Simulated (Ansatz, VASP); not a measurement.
PdRh4: VASP beside Ansatz

```xyz
5
Lattice="2.6735 0.0000 0.0000 0.0000 3.7809 0.0000 0.0000 0.0000 21.3470" Properties=species:S:1:pos:R:3 pbc="T T T"
Pd    0.0000    0.0000    8.1176
Rh    1.3367    1.8904    9.2918
Rh    0.0000    0.0000   10.6735
Rh    1.3367    1.8904   12.0552
Rh    0.0000    0.0000   13.2294
```

Alike in both runs: task single point; functional PBEsol; k mesh 14 × 10 × 1; occupations fermi-dirac, width 0.08 eV; no spin polarisation.

|  | VASP | Ansatz |
| --- | --- | --- |
| version | VASP 6.6.1 | Ansatz 0.2.0 |
| potentials or method | VASP PAW PBE potentials, release 64 (Pd, Rh_pv), cutoff 520 eV | all-electron LAPW, scalar-relativistic |

|  | VASP | Ansatz | Ansatz less VASP |
| --- | --- | --- | --- |
| rms of the force components (eV/Å) | 0.357 | 0.360 | +0.0027 |

VASP's potentials were made for PBE, not for PBEsol. Atom by atom the forces differ by 0.003 eV/Å (rms over components). Ansatz ran all-electron here, and VASP with PAW potentials.
